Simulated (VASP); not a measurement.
Wanted: the native input for a VASP 6.6.1 run.

| Quantity | Value |
| --- | --- |
| Task | single point |
| Functional | PBE |
| Dispersion | D3(BJ) |
| Potentials or basis | VASP PAW PBE potentials, release 64 (Al, N) |
| Cutoff | 600 eV |
| k mesh | 6 × 6 × 4 |
| Occupations | gaussian, width 0.1 eV |
| Spin | no spin polarisation |
| Dipole correction | no |
| Further INCAR settings | ALGO = Normal; EDIFF = 1e-06; NBANDS = 16 |

The structure of AlN lies in POSCAR:

```
AlN
1.0
    3.1110021516      0.0000000000      0.0000000000
   -1.5555010758      2.6942068945      0.0000000000
    0.0000000000      0.0000000000      4.9780000000
Al N
2 2
Direct
    0.3333333333      0.6666666667      0.0000000000
    0.6666666667      0.3333333333      0.5000000000
    0.3333333333      0.6666666667      0.3850000000
    0.6666666667      0.3333333333      0.8850000000
```

One way to write it, as run:

INCAR

```
SYSTEM = AlN
ALGO = Normal
EDIFF = 1E-6
ENCUT = 600
GGA = PE
GGA_COMPAT = .FALSE.
ISIF = 2
ISMEAR = 0
IVDW = 12
LASPH = .TRUE.
LCHARG = .FALSE.
LREAL = .FALSE.
LWAVE = .FALSE.
NBANDS = 16
NELM = 120
PREC = Accurate
SIGMA = 0.1
```

KPOINTS

```
k-points
0
G
  6 6 4
  0 0 0
```

Potentials or basis: VASP PAW PBE potentials, release 64 (Al, N).

Run with:

```console
$ cat potpaw_PBE.64/Al/POTCAR potpaw_PBE.64/N/POTCAR > POTCAR
$ mpirun -np 1 vasp_std > vasp.out
```

It gave:

- Pressure: -0.6 GPa
- Largest force: 0.181 eV/Å
- Band gap on the k mesh: 4.16 eV
- Dispersion energy per atom: -0.269 eV

Wall time 13 s on 1 thread of AMD EPYC 7R13 Processor (Zen 3), with other jobs on the host, peak memory 0.15 GiB.
